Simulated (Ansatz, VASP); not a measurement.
## ReOs2: VASP beside Ansatz

```
CELL_PARAMETERS angstrom
4.33525 0.00000 0.00000
-2.16762 3.75443 0.00000
0.00000 0.00000 2.72493
ATOMIC_POSITIONS crystal
Re 0.00000 0.00000 0.00000
Os 0.33333 0.66667 0.50000
Os 0.66667 0.33333 0.50000
```

Alike in both runs: functional PBE; k mesh 12 × 12 × 16; occupations gaussian, width 0.1 eV; no spin polarisation.

Ansatz relaxed the structure, and its values are those at the end. VASP's run is a single point on that final structure, the one shown.

|  | VASP | Ansatz |
| --- | --- | --- |
| version | VASP 6.6.1 | Ansatz 0.2.0 |
| potentials or method | VASP PAW PBE potentials, release 64 (Re, Os), cutoff 520 eV | scalar-relativistic, plane waves, PAW |
| valence electrons in the cell | 23 | 47 |

```csv
,VASP,Ansatz,Ansatz less VASP
gap on the k mesh at the Fermi level (eV),none,none,-
pressure (GPa),-0.4,0.0,+0.43
```

A gap of «none» marks a metal or a gap that the smearing closes. The functional is the same, so the differences come from potentials, cutoffs and numerics. VASP's potentials hold 23 valence electrons a cell and Ansatz's 47, so a difference there can come from the potentials and not from the codes.

Neither program's run includes spin-orbit coupling.
